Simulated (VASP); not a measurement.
Set up this calculation in VASP 6.6.1, as the native input.

* Task: single point
* Functional: PBE
* Potentials or basis: VASP PAW PBE potentials, release 64 (Si, C)
* Cutoff: 520 eV
* k mesh: 9 × 9 × 2
* Occupations: gaussian, width 0.01 eV
* Spin: no spin polarisation
* Dipole correction: no
* Further INCAR settings: ALGO = Normal; EDIFF = 1e-06; NBANDS = 26

The structure of SiC lies in POSCAR:

```
SiC
1.0
    3.0940311574      0.0000000000      0.0000000000
   -1.5470155788      2.6795095824      0.0000000000
    0.0000000000      0.0000000000     10.1290649750
Si C
4 4
Direct
    0.0000000000      0.0000000000     -0.0001500102
    0.3333333333      0.6666666667      0.2499054348
    0.0000000000      0.0000000000      0.4998499898
    0.6666666667      0.3333333333      0.7499054348
    0.0000000000      0.0000000000      0.1873051250
    0.3333333333      0.6666666667      0.4379394504
    0.0000000000      0.0000000000      0.6873051250
    0.6666666667      0.3333333333      0.9379394504
```

The input as run:

INCAR

```
SYSTEM = SiC
  PREC = Accurate
  ENCUT = 520
  EDIFF = 1E-6
  ISMEAR = 0
  SIGMA = 0.01
  LREAL = .False.
  LASPH = .True.
  NELM = 80
  ALGO = Normal
  ISIF = 2
  LWAVE = .False.
  LCHARG = .True.
  GGA = PE
  LELF = .True.
  LVHAR = .True.
  NBANDS = 26
```

KPOINTS

```
Automatic mesh
0
Gamma
  9 9 2
  0 0 0
```

Potentials or basis: VASP PAW PBE potentials, release 64 (Si, C).

Command:

```console
$ cat potpaw_PBE.64/Si/POTCAR potpaw_PBE.64/C/POTCAR > POTCAR
$ mpirun -np 1 vasp_std > vasp.out
```

Results of the run:

The pressure is 0.0 GPa and the band gap on the k mesh is 2.33 eV (least direct gap 3.42 eV).

Run time: 60 s on 1 thread of Intel Xeon 8259CL, on a shared host, peak memory 0.21 GiB.
